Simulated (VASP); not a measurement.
A run of VASP 6.6.1 is set up as follows.

INCAR

```
SYSTEM = SnO
PREC = Accurate ; ENCUT = 520
EDIFF = 1E-7 ; ISMEAR = 0
SIGMA = 0.15 ; LREAL = .FALSE.
LASPH = .TRUE. ; NELM = 80
ALGO = Normal ; ISIF = 2
LWAVE = .FALSE. ; LCHARG = .FALSE.
GGA = PS ; IVDW = 12
NBANDS = 28
```

KPOINTS

```
Automatic mesh
0
G
  12 12 10
  0 0 0
```

POSCAR

```
SnO
1.0
    3.8020000000      0.0000000000      0.0000000000
    0.0000000000      3.8020000000      0.0000000000
    0.0000000000      0.0000000000      4.8360000000
Sn O
2 2
Direct
    0.0000000000      0.3816412415      0.1919739454
    0.5000000000      0.0000000000      0.7615000000
    0.0000000000      0.0000000000      0.0000000000
    0.5000000000      0.5000000000      0.0000000000
```

Potentials or basis: VASP PAW PBE potentials, release 64 (Sn_d, O).

The run is started by

```console
$ cat potpaw_PBE.64/Sn_d/POTCAR potpaw_PBE.64/O/POTCAR > POTCAR
$ mpirun -np 1 vasp_std > vasp.out
```

(1) Predict the pressure.

(2) Estimate the band gap on the k mesh.

## Answers

(1) 17.4 GPa.

(2) 0.65 eV (least direct gap 1.66 eV).

Caveat: the cell differs from its parent crystal (atom 1 (Sn) moved by (-0.450, -0.225) A along y and z); the stress differs along the axes, from 6 to 29 GPa; semilocal functionals underestimate gaps, and a narrow one can read as zero; the PAW data sets were made with another functional, which shifts forces and pressure a little; spin-orbit coupling is left out, which moves the levels of the heavy elements.
